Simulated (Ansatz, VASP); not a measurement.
## NaI4 in VASP and in Ansatz

```
Na I
1.0
     2.99858   -4.27609   -0.05631
     2.99858    4.27609   -0.05631
    -0.15227    0.00000    8.23071
Na I
1 4
Direct
  0.00000 0.00000 0.00000
  0.88320 0.39298 0.74535
  0.39298 0.88320 0.74535
  0.60702 0.11680 0.25465
  0.11680 0.60702 0.25465
```

Alike in both runs: functional PBE; dispersion D3(BJ); k mesh 4 × 4 × 2; occupations gaussian, width 0.1 eV; no spin polarisation.

Ansatz relaxed the structure, and its values are those at the end. VASP's run is a single point on that final structure, the one shown.

|  | VASP | Ansatz |
| --- | --- | --- |
| version | VASP 6.6.1 | Ansatz 0.2.0 |
| potentials or method | VASP PAW PBE potentials, release 64 (Na_pv, I), cutoff 520 eV | scalar-relativistic, plane waves, PAW |
| valence electrons in the cell | 35 | 77 |

VASP gave:

| Property | Result |
| --- | --- |
| gap on the k mesh at the Fermi level (eV) | none |
| pressure (GPa) | 0.0 |
| rms of the force components (eV/Å) | 0.009 |

Q: Estimate Ansatz's values.

A: gap on the k mesh at the Fermi level (eV): none; pressure (GPa): 0.1; rms of the force components (eV/Å): 0.009.

A gap of «none» marks a metal or a gap that the smearing closes. VASP's potentials hold 35 valence electrons a cell and Ansatz's 77, so a difference there can come from the potentials and not from the codes.

The k mesh is coarse, so the values compare programs but aren't converged. Spin-orbit coupling is off throughout.
